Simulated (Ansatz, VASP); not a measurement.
Si2Mo in VASP and in Ansatz

```
Si Mo
1.0
     0.00000    3.59350    3.59350
     3.59350    0.00000    3.59350
     3.59350    3.59350    0.00000
Si Mo
4 2
Cartesian
  4.4919 4.4919 4.4919
  4.4919 2.6951 2.6951
  2.6951 2.6951 4.4919
  2.6951 4.4919 2.6951
  3.5935 3.5935 3.5935
  5.3903 5.3903 5.3903
```

Alike in both runs: task single point; functional PBE; k mesh 4 × 4 × 4; occupations gaussian, width 0.1 eV; no spin polarisation.

```csv
,VASP,Ansatz
version,VASP 6.6.1,Ansatz 0.2.0
potentials or method,"VASP PAW PBE potentials, release 64 (Si, Mo_sv), cutoff 520 eV","scalar-relativistic, plane waves, PAW"
valence electrons in the cell,44,44
```

```csv
,VASP,Ansatz,Ansatz less VASP
gap on the k mesh at the Fermi level (eV),2.67,2.54,-0.133
least direct gap on the mesh (eV),2.82,2.59,-0.226
```
